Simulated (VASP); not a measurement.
HfMoC2, 4 atoms in the cell. Symmetry: P4/mmm, No. 123, tetragonal system. Conventional cell: a = 3.191 Å, b = 3.191 Å, c = 4.485 Å, α = 90.00°, β = 90.00°, γ = 90.00°. Hf (site symmetry 4/mmm) has 6 C at 2.24 to 2.26 Å within 3.0 Å. Within 3.0 Å of Mo (site symmetry 4/mmm) lie 6 C at 2.24 to 2.26 Å. C (site symmetry 4/mmm) has 2 Mo at 2.24 Å and 4 Hf at 2.26 Å within 3.0 Å. Within 3.0 Å of C (site symmetry 4/mmm) lie 2 Hf at 2.24 Å and 4 Mo at 2.26 Å. 

* Program: VASP 6.6.1
* Task: single point
* Functional: PBEsol
* Potentials or basis: VASP PAW PBE potentials, release 64 (Hf_pv, Mo_sv, C)
* Cutoff: 520 eV
* k mesh: 8 × 8 × 6
* Occupations: fermi-dirac, width 0.05 eV
* Spin: no spin polarisation
* Dipole correction: no
* Further INCAR settings: ALGO = Normal; EDIFF = 1e-06; NBANDS = 24

Potentials or basis: VASP PAW PBE potentials, release 64 (Hf_pv, Mo_sv, C).

The run is started by

```sh
$ cat potpaw_PBE.64/Hf_pv/POTCAR potpaw_PBE.64/Mo_sv/POTCAR potpaw_PBE.64/C/POTCAR > POTCAR
$ mpirun -np 1 vasp_std > vasp.out
```

Hardware: 1 thread of Intel(R) Xeon(R) Platinum 8259CL CPU @ 2.50GHz (Skylake/Cascade Lake) (shared host).

Question: How long does it take, and how much memory?

Answer: Run time: 36 s on 1 thread of Intel(R) Xeon(R) Platinum 8259CL CPU @ 2.50GHz (Skylake/Cascade Lake), on a shared host, peak memory 0.2 GiB. Counts: scf iterations 14, k points 60.
